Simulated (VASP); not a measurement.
## Pb: single point with PBEsol

The system is Pb.

```
CELL_PARAMETERS angstrom
0.00000 2.46655 2.46655
2.46655 0.00000 2.46655
2.46655 2.46655 0.00000
ATOMIC_POSITIONS crystal
Pb 0.00000 0.00000 0.00000
```

```json
{
 "Program": "VASP 6.6.1",
 "Task": "single point",
 "Functional": "PBEsol",
 "Potentials or basis": "VASP PAW PBE potentials, release 64 (Pb_d)",
 "Cutoff": "520 eV",
 "k mesh": "14 × 14 × 14",
 "Occupations": "gaussian, width 0.05 eV",
 "Spin": "no spin polarisation"
}
```

```json
{"Pressure": "-0.1 GPa", "Band gap on the k mesh": "zero (bands 7 and 8 overlap by 9.08 eV)"}
```

Levels at points of the mesh, in eV from the Fermi level:
```tsv
k point	band 4	band 5	band 6	band 7	band 8	band 9	band 10	band 11
(0.00, 0.00, 0.00)	-16.89	-16.89	-11.88	7.45	7.45	7.45	9.73	11.41
(0.50, 0.00, 0.00)	-16.75	-16.75	-8.18	-4.31	5.59	5.59	9.20	9.52
(0.50, 0.50, 0.00)	-16.71	-16.71	-6.75	-3.36	2.01	2.01	5.36	6.64
```

Run time: 100 s on 1 thread of Intel Xeon 8259CL, on a shared host, peak memory 0.15 GiB.

Caveat: the PAW data sets were made with another functional, which shifts forces and pressure a little; spin-orbit coupling is left out, which moves the levels of the heavy elements.
